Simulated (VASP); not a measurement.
Set up this calculation in VASP 6.6.1, as the native input.

```yaml
Task: single point
Functional: revPBE
Potentials_or_basis: VASP PAW PBE potentials, release 64 (Mo_sv)
Cutoff: 520 eV
k_mesh: 14 × 14 × 14
Occupations: fermi-dirac, width 0.1 eV
Spin: no spin polarisation
Dipole_correction: no
Further_INCAR_settings: ALGO = Normal; EDIFF = 1e-06; NBANDS = 13
```

The structure of Mo lies in POSCAR:

```
Mo
1.0
    2.6137321685      0.0000000000      0.0000000000
    0.0000000000      2.6137321685      0.0000000000
    0.0000000000      0.0000000000      2.6137321685
Mo
1
Direct
    0.0000000000      0.0000000000      0.0000000000
```

These files were run (other wordings do the same):

INCAR

```
PREC = Accurate
ENCUT = 520
EDIFF = 1E-6
ISMEAR = -1
SIGMA = 0.1
LREAL = F
LASPH = T
NELM = 60
ALGO = Normal
ISIF = 2
LWAVE = F
LCHARG = F
GGA = RE
NBANDS = 13
```

KPOINTS

```
Automatic mesh
0
Gamma
  14 14 14
```

Potentials or basis: VASP PAW PBE potentials, release 64 (Mo_sv).

Command:

```sh
$ cat potpaw_PBE.64/Mo_sv/POTCAR > POTCAR
$ mpirun -np 1 vasp_std > vasp.out
```

Results of the run:

- Pressure: -0.5 GPa
- Band gap on the k mesh: zero (band 7 reaches 12.02 eV, above the bottom of band 8 at 9.75 eV)

Caveat: the PAW data sets were made with another functional, which shifts forces and pressure a little.

Run time: 16 s on 1 thread of Intel(R) Xeon(R) Platinum 8259CL CPU @ 2.50GHz (Skylake/Cascade Lake) (shared host), peak memory 0.14 GiB.
